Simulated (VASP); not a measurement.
# Pd (P6_3/mmc) in VASP: further runs

The runs below take Pd through single point, with LDA.

Everything below comes from runs of VASP 6.6.1. Logs are shortened: lines on timing, memory, paths and dates and some standing lists are left out, and cuts for length are marked.

### Step 1. The cell of the first run

It takes space group P6_3/mmc (No. 194, hexagonal). Conventional cell: a = 2.693 Å, b = 2.693 Å, c = 4.526 Å, α = 90.00°, β = 90.00°, γ = 120.00°. Within 3.6 Å of Pd (site symmetry -6m2) lie 12 Pd at 2.69 to 2.75 Å.

### Step 2. Single point, LDA

File INCAR:

```
SYSTEM = Pd
  PREC = Accurate
  ENCUT = 500
  EDIFF = 1E-6
  ISMEAR = -1
  SIGMA = 0.05
  LREAL = .False.
  LASPH = .True.
  NELM = 120
  ALGO = Normal
  ISIF = 2
  LWAVE = .False.
  LCHARG = .True.
  GGA = CA
  LELF = .True.
  LVHAR = .True.
  NBANDS = 17
  GGA_COMPAT = .False.
```

File KPOINTS:

```
regular mesh
0
Gamma
  9 9 5
  0 0 0
```

File POSCAR:

```
Pd
1.0
    2.6928401959      0.0000000000      0.0000000000
   -1.3464200980      2.3320680180      0.0000000000
    0.0000000000      0.0000000000      4.5258792099
Pd
2
Direct
    0.3333333333      0.6666666667      0.2500000000
    0.6666666667      0.3333333333      0.7500000000
```

Potentials or basis: VASP PAW LDA potentials, release 64 (Pd).

Run with:

```sh
$ cat potpaw_LDA.64/Pd/POTCAR > POTCAR
$ mpirun -np 1 vasp_std > vasp.out
```

OUTCAR:

```text
SYSTEM = Pd
   PREC = Accurate
   ENCUT = 500
   EDIFF = 1E-6
   ISMEAR = -1
   LREAL = .False.
   LASPH = .True.
   NELM = 120
   ISIF = 2
   GGA = CA

 ion  position               nearest neighbor table
   1  0.333  0.667  0.250-   2 2.75   2 2.75   2 2.75   2 2.75   2 2.75   2 2.75
   2  0.667  0.333  0.750-   1 2.75   1 2.75   1 2.75   1 2.75   1 2.75   1 2.75

  LATTYP: Found a hexagonal cell.
 ALAT       =     2.6928401959
 C/A-ratio  =     1.6807084270

  Lattice vectors:

 A1 = (   2.6928401959,   0.0000000000,   0.0000000000)
 A2 = (  -1.3464200980,   2.3320680180,   0.0000000000)
 A3 = (   0.0000000000,   0.0000000000,   4.5258792099)

Analysis of symmetry for initial positions (statically):
=====================================================================
 Subroutine PRICEL returns:
 Original cell was already a primitive cell.

 Routine SETGRP: Setting up the symmetry group for a
 hexagonal supercell.

 Subroutine GETGRP returns: Found 24 space group operations
 (whereof 12 operations were pure point group operations)
 out of a pool of 24 trial point group operations.

The static configuration has the point symmetry D_3d.
 The point group associated with its full space group is D_6h.

Analysis of symmetry for dynamics (positions and initial velocities):
=====================================================================
 Subroutine PRICEL returns:
 Original cell was already a primitive cell.

 Routine SETGRP: Setting up the symmetry group for a
 hexagonal supercell.

 Subroutine GETGRP returns: Found 24 space group operations
 (whereof 12 operations were pure point group operations)
 out of a pool of 24 trial point group operations.

The dynamic configuration has the point symmetry D_3d.
 The point group associated with its full space group is D_6h.

 Subroutine INISYM returns: Found 24 space group operations
 (whereof 12 operations are pure point group operations),
 and found     1 'primitive' translations

----------------------------------------------------------------------------------------

                                     Primitive cell

  volume of cell :      28.4220

  direct lattice vectors                    reciprocal lattice vectors
     2.692840196  0.000000000  0.000000000     0.371355122  0.214401980  0.000000000
    -1.346420098  2.332068018  0.000000000     0.000000000  0.428803960  0.000000000
     0.000000000  0.000000000  4.525879210     0.000000000  0.000000000  0.220951544

  length of vectors
     2.692840196  2.692840196  4.525879210     0.428803960  0.428803960  0.220951544

  position of ions in fractional coordinates (direct lattice)
     0.333333333  0.666666667  0.250000000
     0.666666667  0.333333333  0.750000000

  ion indices of the primitive-cell ions
   primitive index   ion index
                 1           1
                 2           2

----------------------------------------------------------------------------------------

 KPOINTS: regular mesh

Automatic generation of k-mesh.
 Grid dimensions read from file:
 generate k-points for:    9    9    5

 Generating k-lattice:

  Cartesian coordinates                     Fractional coordinates (reciprocal lattice)
     0.041261680  0.023822442  0.000000000     0.111111111  0.000000000  0.000000000
     0.000000000  0.047644884  0.000000000     0.000000000  0.111111111  0.000000000
     0.000000000  0.000000000  0.044190309     0.000000000  0.000000000  0.200000000

  Length of vectors
     0.047644884  0.047644884  0.044190309

  Shift w.r.t. Gamma in fractional coordinates (k-lattice)
     0.000000000  0.000000000  0.000000000

 Subroutine IBZKPT returns following result:
 ===========================================

 Found     36 irreducible k-points:

 Following reciprocal coordinates:
            Coordinates               Weight
  0.000000  0.000000  0.000000      1.000000
  0.111111 -0.000000  0.000000      6.000000
  0.222222 -0.000000  0.000000      6.000000
  0.333333  0.000000  0.000000      6.000000
  0.444444 -0.000000  0.000000      6.000000
  0.111111  0.111111  0.000000      6.000000
[... 16 lines left out ...]
  0.333333  0.222222  0.200000     24.000000
  0.333333  0.333333  0.200000      4.000000
 [... further k-points ...]
   k-points           NKPTS =     36   k-points in BZ     NKDIM =     36   number of bands    NBANDS=     17
   number of dos      NEDOS =    301   number of ions     NIONS =      2
   total plane-waves  NPLWV =  14400
   dimension x,y,z NGX =    20 NGY =   20 NGZ =   36
   dimension x,y,z NGXF=    40 NGYF=   40 NGZF=   72
   ions per type =               2
   NGX,Y,Z   is equivalent  to a cutoff of  12.35, 12.35, 13.22 a.u.
   NGXF,Y,Z  is equivalent  to a cutoff of  24.69, 24.69, 26.45 a.u.
 SYSTEM =  Pd
   PREC   = accura    normal or accurate (medium, high low for compatibility)
   ISTART =      0    job   : 0-new  1-cont  2-samecut
   ICHARG =      2    charge: 1-file 2-atom 10-const
   ISPIN  =      1    spin polarized calculation?
   LNONCOLLINEAR =      F non collinear calculations
   LSORBIT =      F    spin-orbit coupling
   LASPH  =      T    aspherical Exc in radial PAW
   ENCUT  =  500.0 eV  36.75 Ry    6.06 a.u.   4.91  4.91  8.25*2*pi/ulx,y,z
   NELM   =    120;   NELMIN=  2; NELMDL= -5     # of ELM steps
   EDIFF  = 0.1E-05   stopping-criterion for ELM
   LREAL  =      F    real-space projection
   EDIFFG = 0.1E-04   stopping-criterion for IOM
   NSW    =      0    number of steps for IOM
   IBRION =     -1    ionic relax: 0-MD 1-quasi-New 2-CG
   NFREE  =      0    steps in history (QN), initial steepest desc. (CG)
   ISIF   =      2    stress and relaxation
   ISYM   =      2    0-nonsym 1-usesym 2-fastsym
   POTIM  = 0.5000    time-step for ionic-motion
   TEBEG  =    0.0;   TEEND  =   0.0 temperature during run
   PSTRESS=    0.0 pullay stress
   NELECT =      20.0000    total number of electrons
   NUPDOWN=      -1.0000    fix difference up-down
   EMIN   =  10.00;   EMAX   =-10.00  energy-range for DOS
   EFERMI =   0.00;   METHOD = LEGACY
   ISMEAR =    -1;   SIGMA  =   0.05  broadening in eV -4-tet -1-fermi 0-gaus
   EFERMI_NEDOS =   21; number of points for ismear=-14 and -15
   IALGO  =     38    algorithm
   IMIX   =      4    mixing-type and parameters
     AMIX     =   0.40;   BMIX     =  1.00
     AMIX_MAG =   1.60;   BMIX_MAG =  1.00
  volume/ion in A,a.u.               =      14.21        95.90
  Fermi-wavevector in a.u.,A,eV,Ry     =   1.456129  2.751685 28.848600  2.120312
  Thomas-Fermi vector in A             =   2.573083
   LORBIT       =      0    0 simple, 1 ext, 2 COOP (PROOUT), +10 PAW based schemes
   GGA     = CA    functional components
   LHFCALC =     F    Hartree Fock is set to
   AEXX    =    0.0000 exact exchange contribution
   IVDW    =     0    specifies the selected vdW correction
   LEPSILON=     F    determine dielectric tensor
   LRPA    =     F    only Hartree local field effects (RPA)
 non-spin polarized calculation
  energy-cutoff  :      500.00
  volume of cell :       28.42
 maximum number of plane-waves:       753
 NGX is ok and might be reduce to    20
   NGX =  9   NGY =  9   NGZ = 17

 number of electron      19.9999992 magnetization

 Free energy of the ion-electron system (eV)
  ---------------------------------------------------
  ext. energy  EPLUGINS =         0.00000000
  ---------------------------------------------------
  free energy    TOTEN  =       -12.92852537 eV

  energy without entropy =      -12.88020193  energy(sigma->0) =      -12.90436365

 E-fermi :  10.2400     XC(G=0): -13.7454

 val. band max:       10.2309447357   @ k =   0.4444  -0.0000   0.2000
 cond. band min:      10.2452210562   @ k =   0.3333   0.0000   0.0000
 fundamental gap:      0.0142763205
 Fermi energy:        10.2400389989

 k-point     1 :       0.0000    0.0000    0.0000
  band No.  band energies     occupation
      1       2.7137      2.00000
      2       4.5614      2.00000
      3       7.0082      2.00000
      4       7.2855      2.00000
      5       7.2855      2.00000
      6       7.6540      2.00000
[... 9 lines left out ...]
     16      29.9064      0.00000
     17      33.1347      0.00000

 k-point     2 :       0.1111   -0.0000    0.0000
  band No.  band energies     occupation
      1       3.1285      2.00000
      2       4.8591      2.00000
      3       6.8123      2.00000
      4       7.4025      2.00000
      5       7.5670      2.00000
      6       7.5768      2.00000
[... 9 lines left out ...]
     16      29.6066      0.00000
     17      31.0141      0.00000

 k-point     3 :       0.2222   -0.0000    0.0000
  band No.  band energies     occupation
      1       4.1723      2.00000
      2       5.3185      2.00000
      3       6.6334      2.00000
      4       6.7989      2.00000
      5       7.1898      2.00000
      6       7.9476      2.00000
[... 9 lines left out ...]
     16      28.8959      0.00000
     17      29.8398      0.00000

 k-point     4 :       0.3333    0.0000    0.0000
  band No.  band energies     occupation
      1       4.8992      2.00000
      2       5.1613      2.00000
      3       5.7909      2.00000
      4       7.2482      2.00000
      5       7.4836      2.00000
      6       7.5900      2.00000
[... 9 lines left out ...]
     16      26.5213      0.00000
     17      27.9419      0.00000
[... 343 lines left out ...]
      1       5.5237      2.00000
      2       5.7000      2.00000
      3       6.0226      2.00000
      4       6.3103      2.00000
      5       7.4155      2.00000
      6       7.4173      2.00000
[... 9 lines left out ...]
     16      25.7552      0.00000
     17      26.0335      0.00000

 k-point    23 :       0.3333    0.2222    0.2000
  band No.  band energies     occupation
      1       5.2970      2.00000
      2       5.7669      2.00000
      3       6.1508      2.00000
      4       6.4232      2.00000
      5       7.0242      2.00000
      6       7.7393      2.00000
[... 9 lines left out ...]
     16      24.6447      0.00000
     17      25.3055      0.00000

 k-point    24 :       0.3333    0.3333    0.2000
  band No.  band energies     occupation
      1       5.5736      2.00000
      2       6.0617      2.00000
      3       6.0617      2.00000
      4       6.5796      2.00000
      5       7.1571      2.00000
      6       7.1571      2.00000
[... 9 lines left out ...]
     16      21.8869      0.00000
     17      27.0236      0.00000

 [... further k-points ...]
[... 5 lines left out ...]
  --------------------------------------------------------------------------------------
  -------------------------------------------------------------------------------------
  Total        0.0635654      0.0635654      0.0472970     -0.0000000     -0.0000000      0.0000000
  in kB        3.5832480      3.5832480      2.6661800     -0.0000000     -0.0000000      0.0000000
  external PRESSURE =       3.2775587 kB  Pullay stress =       0.0000000 kB

 VOLUME and BASIS-vectors are now :
 -----------------------------------------------------------------------------
  energy-cutoff  :      500.00
  volume of cell :       28.42
      direct lattice vectors                 reciprocal lattice vectors
     2.692840196  0.000000000  0.000000000     0.371355122  0.214401980  0.000000000
    -1.346420098  2.332068018  0.000000000     0.000000000  0.428803960  0.000000000
     0.000000000  0.000000000  4.525879210     0.000000000  0.000000000  0.220951544

 POSITION                                       TOTAL-FORCE (eV/Angst)
 -----------------------------------------------------------------------------------
     -0.00000      1.55471      1.13147        -0.000000     -0.000000      0.000000
      1.34642      0.77736      3.39441         0.000000      0.000000      0.000000
 -----------------------------------------------------------------------------------
    total drift:                               -0.000000      0.000000     -0.000000

  FREE ENERGIE OF THE ION-ELECTRON SYSTEM (eV)
  ---------------------------------------------------
  free  energy   TOTEN  =       -12.9285253744 eV

  energy  without entropy=      -12.8802019295  energy(sigma->0) =      -12.90436365
```

Wall time 31 s (1 thread of AMD EPYC 7R13, shared host); peak memory 0.1 GiB.

Results:

```
Free energy            : -12.9285 eV
Pressure               : 0.3 GPa
Band gap on the k mesh : zero (band 10 reaches 10.42 eV, above the bottom of band 11 at 9.67 eV)
```

Stress tensor (GPa, compression positive):
```
0.36 0.00 0.00
0.00 0.36 0.00
0.00 0.00 0.27
```

(Continued in part 2 of 3.)
